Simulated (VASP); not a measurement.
# Si32NiC32 (a cell with a defect) in VASP: single point with PBEsol

Aim: the single point of Si32NiC32 (a cell with a defect) with PBEsol.

Program: VASP 6.6.1. These are calculated values, not measurements. Logs are shortened: lines on timing, memory, paths and dates and some standing lists are left out, and cuts for length are marked.

### Step 1. The cell of the first run

The cell holds a defect, 65 atoms: a = 8.714 Å, b = 8.714 Å, c = 8.714 Å, α = 90.00°, β = 90.00°, γ = 90.00°.

### Step 2. Single point, PBEsol

INCAR reads:

```
ALGO = Normal
EDIFF = 1E-6
ENCUT = 520
GGA = PS
GGA_COMPAT = F
ISIF = 2
ISMEAR = -1
ISYM = 0
LASPH = T
LCHARG = F
LREAL = Auto
LWAVE = F
NBANDS = 171
NELECT = 264.0
NELM = 120
PREC = Accurate
SIGMA = 0.05
```

KPOINTS reads:

```
Automatic mesh
0
Gamma
  1 1 1
  0.25 0.25 0.25
```

POSCAR reads:

```
Si32NiC32
1.0
    8.7137060000      0.0000000000      0.0000000000
    0.0000000000      8.7137060000      0.0000000000
    0.0000000000      0.0000000000      8.7137060000
Si C Ni
32 32 1
Direct
    0.9992390000      0.9995590000      0.0003570000
    0.0000240000      0.0005830000      0.4992690000
    0.9998410000      0.4990710000      0.0013670000
    0.0000810000      0.5000230000      0.4978300000
    0.4984670000      0.0003490000      0.0013130000
    0.4995190000      0.0006080000      0.4979240000
    0.4999690000      0.4997080000      0.0154710000
    0.4990070000      0.4996950000      0.4895520000
    0.2479430000      0.2485330000      0.9999470000
    0.2477170000      0.2482230000      0.4985700000
    0.2476990000      0.7543340000      0.0007340000
    0.2484660000      0.7493330000      0.4991640000
    0.7543910000      0.2479870000      0.0007280000
    0.7486650000      0.2490940000      0.4992140000
    0.7494210000      0.7500770000      0.0006020000
    0.7548570000      0.7548480000      0.4956370000
    0.2489460000      0.9999120000      0.2499360000
    0.2464390000      0.0000980000      0.7500420000
    0.2471020000      0.5003020000      0.2503820000
    0.2375060000      0.4977920000      0.7488800000
    0.7508930000      0.0007620000      0.2491480000
    0.7511790000      0.0007100000      0.7495360000
    0.7507910000      0.4992510000      0.2500240000
    0.7650810000      0.5054730000      0.7451280000
    0.9994440000      0.2494610000      0.2500160000
    0.9995410000      0.2470780000      0.7499880000
    0.0002710000      0.7513590000      0.2490090000
    0.0002250000      0.7517610000      0.7495390000
    0.4997190000      0.2478280000      0.2503750000
    0.4972970000      0.2381500000      0.7490830000
    0.4986670000      0.7512960000      0.2500230000
    0.5050210000      0.7656560000      0.7448710000
    0.1237110000      0.1242780000      0.1256380000
    0.1241050000      0.1247780000      0.6247240000
    0.1245130000      0.6246390000      0.1249830000
    0.1220870000      0.6258810000      0.6236950000
    0.6239780000      0.1251560000      0.1249900000
    0.6252510000      0.1227900000      0.6238030000
    0.6261400000      0.6267490000      0.1280850000
    0.6288710000      0.6301410000      0.6167930000
    0.3710470000      0.3719140000      0.1288450000
    0.3708070000      0.3716770000      0.6245170000
    0.3742510000      0.8754560000      0.1258260000
    0.3716620000      0.8763340000      0.6243970000
    0.8749710000      0.3748110000      0.1258980000
    0.8754850000      0.3725260000      0.6244220000
    0.8740390000      0.8747050000      0.1253910000
    0.8752040000      0.8757810000      0.6251740000
    0.3737990000      0.1242130000      0.3750240000
    0.3717290000      0.1220020000      0.8762700000
    0.3728640000      0.6257460000      0.3734310000
    0.3630360000      0.6229500000      0.8800190000
    0.8742330000      0.1249130000      0.3751410000
    0.8754410000      0.1235310000      0.8749660000
    0.8753460000      0.6243020000      0.3741860000
    0.8765780000      0.6264220000      0.8769050000
    0.1236660000      0.3743130000      0.3751270000
    0.1213650000      0.3723720000      0.8762790000
    0.1242670000      0.8748900000      0.3750680000
    0.1231720000      0.8757710000      0.8750560000
    0.6251390000      0.3735860000      0.3734900000
    0.6223660000      0.3635200000      0.8809020000
    0.6237540000      0.8756880000      0.3744170000
    0.6258070000      0.8772470000      0.8769260000
    0.5112000000      0.5111710000      0.7604890000
```

Potentials or basis: VASP PAW PBE potentials, release 64 (Si, C, Ni).

Launch:

```
cat potpaw_PBE.64/Si/POTCAR potpaw_PBE.64/C/POTCAR potpaw_PBE.64/Ni/POTCAR > POTCAR
mpirun -np 1 vasp_std > vasp.out
```

OUTCAR:

```text
EDIFF = 1E-6
   ENCUT = 520
   GGA = PS
   ISIF = 2
   ISMEAR = -1
   ISYM = 0
   LASPH = T
   LREAL = Auto
   NELECT = 264.0
   NELM = 120
   PREC = Accurate

 ion  position               nearest neighbor table
   1  0.999  1.000  0.000-  60 1.88  54 1.88  33 1.88  47 1.89  13 3.04  11 3.04  27 3.06  21 3.06
                            18 3.07   9 3.07  26 3.07  28 3.07  22 3.07  17 3.08  15 3.08  25 3.08
   2  0.000  0.001  0.499-  34 1.88  59 1.88  53 1.88  48 1.89  16 3.02  10 3.05  18 3.06  26 3.06
                            25 3.07  17 3.07  28 3.08  22 3.08  21 3.08  27 3.08  12 3.08  14 3.08
   3  1.000  0.499  0.001-  58 1.88  45 1.88  35 1.88  56 1.89  20 3.02  24 3.03  19 3.06  13 3.06
                            23 3.07  25 3.07   9 3.07  27 3.08  15 3.09  11 3.10  26 3.10  28 3.11
   4  0.000  0.500  0.498-  57 1.87  55 1.87  36 1.88  46 1.91  24 2.97  20 3.01  19 3.05  23 3.06
                            12 3.07  25 3.07  10 3.08  16 3.08  27 3.08  14 3.10  28 3.10  26 3.11
   5  0.498  0.000  0.001-  50 1.88  43 1.88  37 1.88  64 1.89  30 3.02  32 3.03  29 3.06  11 3.06
                            31 3.07  17 3.07   9 3.07  21 3.08  15 3.09  18 3.10  13 3.10  22 3.11
   6  0.500  0.001  0.498-  49 1.87  63 1.87  38 1.88  44 1.90  32 2.97  30 3.01  29 3.05  31 3.06
                            14 3.07  17 3.07  10 3.08  21 3.08  16 3.09  12 3.10  22 3.10  18 3.11
   7  0.500  0.500  0.015-  39 1.84  41 1.86  62 1.98  52 1.99  65 2.23  23 2.99  31 3.00  29 3.00
                            19 3.01  15 3.08   9 3.10  13 3.12  11 3.13
   8  0.499  0.500  0.490-  61 1.85  51 1.85  40 1.95  42 1.97  65 2.37  29 3.03  19 3.03  31 3.03
                            23 3.03  12 3.08  14 3.08  10 3.10
   9  0.248  0.249  1.000-  50 1.88  58 1.88  33 1.88  41 1.89   1 3.07  18 3.07  26 3.07  25 3.07
[... 67 lines left out ...]
  53  0.874  0.125  0.375-  21 1.88  14 1.88   2 1.88  25 1.89
  54  0.875  0.124  0.875-  13 1.87  22 1.87  26 1.87   1 1.88
  55  0.875  0.624  0.374-   4 1.87  16 1.88  23 1.88  27 1.90
  56  0.877  0.626  0.877-  24 1.84  15 1.88   3 1.89  28 1.89
  57  0.124  0.374  0.375-   4 1.87  10 1.88  19 1.88  25 1.88
  58  0.121  0.372  0.876-  20 1.86   3 1.88  26 1.88   9 1.88
  59  0.124  0.875  0.375-  27 1.88  12 1.88   2 1.88  17 1.89
  60  0.123  0.876  0.875-  11 1.87  28 1.87  18 1.87   1 1.88
  61  0.625  0.374  0.373-   8 1.85  14 1.88  29 1.88  23 1.89
  62  0.622  0.364  0.881-  13 1.85  65 1.92  30 1.92   7 1.98  24 2.12
  63  0.624  0.876  0.374-   6 1.87  16 1.88  31 1.88  21 1.90
  64  0.626  0.877  0.877-  32 1.84  15 1.88   5 1.89  22 1.89
  65  0.511  0.511  0.760-  40 1.92  62 1.92  52 1.92  42 2.09  24 2.22  32 2.22   7 2.23   8 2.37
                            30 2.38  20 2.39

IMPORTANT INFORMATION: All symmetrisations will be switched off!
NOSYMM: (Re-)initialisation of all symmetry stuff for point group C_1.

----------------------------------------------------------------------------------------

                                     Primitive cell

  volume of cell :     661.6201

  direct lattice vectors                    reciprocal lattice vectors
     8.713706000  0.000000000  0.000000000     0.114761733  0.000000000  0.000000000
     0.000000000  8.713706000  0.000000000     0.000000000  0.114761733  0.000000000
     0.000000000  0.000000000  8.713706000     0.000000000  0.000000000  0.114761733

  length of vectors
     8.713706000  8.713706000  8.713706000     0.114761733  0.114761733  0.114761733

  position of ions in fractional coordinates (direct lattice)
     0.999239000  0.999559000  0.000357000
     0.000024000  0.000583000  0.499269000
     0.999841000  0.499071000  0.001367000
     0.000081000  0.500023000  0.497830000
     0.498467000  0.000349000  0.001313000
     0.499519000  0.000608000  0.497924000
[... 57 lines left out ...]
     0.625807000  0.877247000  0.876926000
     0.511200000  0.511171000  0.760489000

  ion indices of the primitive-cell ions
   primitive index   ion index
                 1           1
                 2           2
                 3           3
                 4           4
                 5           5
                 6           6
[... 57 lines left out ...]
                64          64
                65          65

----------------------------------------------------------------------------------------

 KPOINTS: Automatic mesh

Automatic generation of k-mesh.
 Grid dimensions read from file:
 generate k-points for:    1    1    1

 Generating k-lattice:

  Cartesian coordinates                     Fractional coordinates (reciprocal lattice)
     0.114761733  0.000000000  0.000000000     1.000000000  0.000000000  0.000000000
     0.000000000  0.114761733  0.000000000     0.000000000  1.000000000  0.000000000
     0.000000000  0.000000000  0.114761733     0.000000000  0.000000000  1.000000000

  Length of vectors
     0.114761733  0.114761733  0.114761733

  Shift w.r.t. Gamma in fractional coordinates (k-lattice)
     0.250000000  0.250000000  0.250000000

 Subroutine IBZKPT returns following result:
 ===========================================

 Found      4 irreducible k-points:

 Following reciprocal coordinates:
            Coordinates               Weight
  0.250000  0.250000  0.250000      2.000000
 -0.250000  0.250000  0.250000      2.000000
 -0.250000 -0.250000  0.250000      2.000000
  0.250000 -0.250000  0.250000      2.000000
   k-points           NKPTS =      4   k-points in BZ     NKDIM =      4   number of bands    NBANDS=    171
   number of dos      NEDOS =    301   number of ions     NIONS =     65
   total plane-waves  NPLWV = 343000
   dimension x,y,z NGX =    70 NGY =   70 NGZ =   70
   dimension x,y,z NGXF=   140 NGYF=  140 NGZF=  140
   ions per type =              32  32   1
   NGX,Y,Z   is equivalent  to a cutoff of  13.36, 13.36, 13.36 a.u.
   NGXF,Y,Z  is equivalent  to a cutoff of  26.71, 26.71, 26.71 a.u.
 SYSTEM =  unknown system
   PREC   = accura    normal or accurate (medium, high low for compatibility)
   ISTART =      0    job   : 0-new  1-cont  2-samecut
   ICHARG =      2    charge: 1-file 2-atom 10-const
   ISPIN  =      1    spin polarized calculation?
   LNONCOLLINEAR =      F non collinear calculations
   LSORBIT =      F    spin-orbit coupling
   LASPH  =      T    aspherical Exc in radial PAW
   ENCUT  =  520.0 eV  38.22 Ry    6.18 a.u.  16.20 16.20 16.20*2*pi/ulx,y,z
   NELM   =    120;   NELMIN=  2; NELMDL= -5     # of ELM steps
   EDIFF  = 0.1E-05   stopping-criterion for ELM
   LREAL  =      T    real-space projection
   EDIFFG = 0.1E-04   stopping-criterion for IOM
   NSW    =      0    number of steps for IOM
   IBRION =     -1    ionic relax: 0-MD 1-quasi-New 2-CG
   NFREE  =      0    steps in history (QN), initial steepest desc. (CG)
   ISIF   =      2    stress and relaxation
   ISYM   =      0    0-nonsym 1-usesym 2-fastsym
   POTIM  = 0.5000    time-step for ionic-motion
   TEBEG  =    0.0;   TEEND  =   0.0 temperature during run
   PSTRESS=    0.0 pullay stress
   NELECT =     264.0000    total number of electrons
   NUPDOWN=      -1.0000    fix difference up-down
   EMIN   =  10.00;   EMAX   =-10.00  energy-range for DOS
   EFERMI =   0.00;   METHOD = LEGACY
   ISMEAR =    -1;   SIGMA  =   0.05  broadening in eV -4-tet -1-fermi 0-gaus
   EFERMI_NEDOS =   21; number of points for ismear=-14 and -15
   IALGO  =     38    algorithm
   IMIX   =      4    mixing-type and parameters
     AMIX     =   0.40;   BMIX     =  1.00
     AMIX_MAG =   1.60;   BMIX_MAG =  1.00
  volume/ion in A,a.u.               =      10.18        68.69
  Fermi-wavevector in a.u.,A,eV,Ry     =   1.205239  2.277572 19.763843  1.452601
  Thomas-Fermi vector in A             =   2.340941
   LORBIT       =      0    0 simple, 1 ext, 2 COOP (PROOUT), +10 PAW based schemes
   GGA     = PS    functional components
   LHFCALC =     F    Hartree Fock is set to
   AEXX    =    0.0000 exact exchange contribution
   IVDW    =     0    specifies the selected vdW correction
   LEPSILON=     F    determine dielectric tensor
   LRPA    =     F    only Hartree local field effects (RPA)
 non-spin polarized calculation
  energy-cutoff  :      520.00
  volume of cell :      661.62
 maximum number of plane-waves:     17779
 NGX is ok and might be reduce to    70
   NGX = 33   NGY = 33   NGZ = 33

 number of electron     264.0000005 magnetization

 Free energy of the ion-electron system (eV)
  ---------------------------------------------------
  ext. energy  EPLUGINS =         0.00000000
  ---------------------------------------------------
  free energy    TOTEN  =      -529.20165888 eV

  energy without entropy =     -529.11638137  energy(sigma->0) =     -529.15902012

 E-fermi :   8.3468     XC(G=0): -11.5797

 val. band max:        8.3229716533   @ k =   0.2500   0.2500   0.2500
 cond. band min:       8.4720086483   @ k =   0.2500  -0.2500   0.2500
 fundamental gap:      0.1490369950
 Fermi energy:         8.3468303557

 k-point     1 :       0.2500    0.2500    0.2500
  band No.  band energies     occupation
      1      -6.9499      2.00000
      2      -6.1873      2.00000
      3      -6.1270      2.00000
      4      -6.0984      2.00000
      5      -5.4068      2.00000
      6      -5.3607      2.00000
[... 577 lines left out ...]
    143      12.5111      0.00000
    144      12.5539      0.00000
 [bands above 144 left out]

------------------------ aborting loop because EDIFF is reached ----------------------------------------

  FORCE on cell =-STRESS in cart. coord.  units (eV):
  Direction    XX          YY          ZZ          XY          YZ          ZX
  --------------------------------------------------------------------------------------
  -------------------------------------------------------------------------------------
  Total       -8.7224397     -8.8109686     -9.5426749     -0.8046605      1.6421884      1.3472035
  in kB      -21.1222340    -21.3366152    -23.1085130     -1.9485634      3.9767186      3.2623839
  external PRESSURE =     -21.8557874 kB  Pullay stress =       0.0000000 kB

 VOLUME and BASIS-vectors are now :
 -----------------------------------------------------------------------------
  energy-cutoff  :      520.00
  volume of cell :      661.62
      direct lattice vectors                 reciprocal lattice vectors
     8.713706000  0.000000000  0.000000000     0.114761733  0.000000000  0.000000000
     0.000000000  8.713706000  0.000000000     0.000000000  0.114761733  0.000000000
     0.000000000  0.000000000  8.713706000     0.000000000  0.000000000  0.114761733

 POSITION                                       TOTAL-FORCE (eV/Angst)
 -----------------------------------------------------------------------------------
      8.70707      8.70986      0.00311        -0.012046      0.000078      0.172149
      0.00021      0.00508      4.35048         0.003983      0.010769     -0.038107
      8.71232      4.34876      0.01191         0.037672      0.071304      0.072481
      0.00071      4.35705      4.33794        -0.092405     -0.059601      0.079630
      4.34349      0.00304      0.01144         0.071951      0.048174      0.082718
      4.35266      0.00530      4.33876        -0.065892     -0.087479      0.064817
[... 57 lines left out ...]
      5.45310      7.64407      7.64128         0.038939     -0.004304     -0.061478
      4.45445      4.45419      6.62668        -0.155101     -0.139848     -0.158959
 -----------------------------------------------------------------------------------
    total drift:                                0.021591      0.005131      0.000576

  FREE ENERGIE OF THE ION-ELECTRON SYSTEM (eV)
  ---------------------------------------------------
  free  energy   TOTEN  =      -529.2016588757 eV

  energy  without entropy=     -529.1163813694  energy(sigma->0) =     -529.15902012
```

Wall time 45 min (1 thread of Intel Xeon 8259CL, shared host); peak memory 0.86 GiB.

Results:

```yaml
Free_energy: -529.2017 eV
Largest_force: 0.421 eV/Å
```

Forces in eV/Å, atoms in the order of the input:
```
Si  -0.012  0.000  0.172
Si   0.004  0.011 -0.038
Si   0.038  0.071  0.072
Si  -0.092 -0.060  0.080
Si   0.072  0.048  0.083
Si  -0.066 -0.087  0.065
Si  -0.195 -0.130  0.109
Si   0.004  0.013 -0.034
Si   0.046  0.054  0.075
Si   0.057  0.049 -0.051
Si  -0.050 -0.181  0.242
Si   0.045  0.063  0.079
Si  -0.229 -0.054  0.260
Si   0.061  0.051  0.078
Si   0.042  0.041  0.018
Si  -0.166 -0.097 -0.056
Si  -0.017  0.034  0.078
Si   0.103 -0.017  0.030
Si  -0.008 -0.035  0.050
Si  -0.028  0.062  0.156
Si  -0.148 -0.046  0.075
Si   0.000  0.004  0.063
Si   0.064  0.045  0.104
Si  -0.062 -0.267  0.268
Si   0.025 -0.020  0.079
Si  -0.028  0.110  0.030
Si  -0.054 -0.110  0.077
Si  -0.003  0.000  0.065
Si  -0.045 -0.015  0.044
Si   0.050 -0.028  0.151
Si   0.046  0.074  0.111
Si  -0.307 -0.042  0.285
C   -0.017 -0.018 -0.062
C   -0.014 -0.026 -0.014
C   -0.020  0.089 -0.102
C   -0.004 -0.024 -0.051
C    0.116 -0.026 -0.097
C   -0.023 -0.004 -0.046
C   -0.060 -0.067 -0.092
C    0.071  0.015 -0.228
C    0.128  0.083 -0.153
C    0.081  0.055 -0.173
C    0.010 -0.007 -0.100
C    0.074  0.086 -0.189
C    0.005  0.010 -0.103
C    0.115  0.032 -0.198
C    0.054  0.029 -0.112
C    0.034  0.022  0.016
C    0.004  0.048 -0.027
C   -0.052 -0.021 -0.057
C   -0.021 -0.022 -0.025
C    0.203  0.181 -0.077
C    0.015 -0.010 -0.033
C   -0.032  0.004 -0.105
C    0.014  0.066 -0.065
C    0.004  0.041 -0.046
C    0.048  0.001 -0.037
C   -0.019 -0.060 -0.063
C   -0.011  0.006 -0.035
C    0.004 -0.037 -0.106
C   -0.018 -0.023 -0.026
C    0.187  0.170 -0.113
C    0.094  0.009 -0.078
C    0.039 -0.004 -0.061
Ni  -0.155 -0.140 -0.159
```

Levels at points of the mesh, in eV from the Fermi level:
```csv
k point,band 130,band 131,band 132,band 133,band 134,band 135
"(0.25, 0.25, 0.25)",-0.31,-0.31,-0.02,0.16,2.19,2.19
```

Caveat: the k points lie up to 0.36 Å⁻¹ apart; the cell carries a net charge on a neutralising background, which shifts energy and pressure; the cell is charged against a uniform background, so pressure and absolute levels hang on convention; the PAW data sets were made with another functional, which shifts forces and pressure a little. Spin polarisation is off, so any magnetic state and its effect on volume and gap are missing.
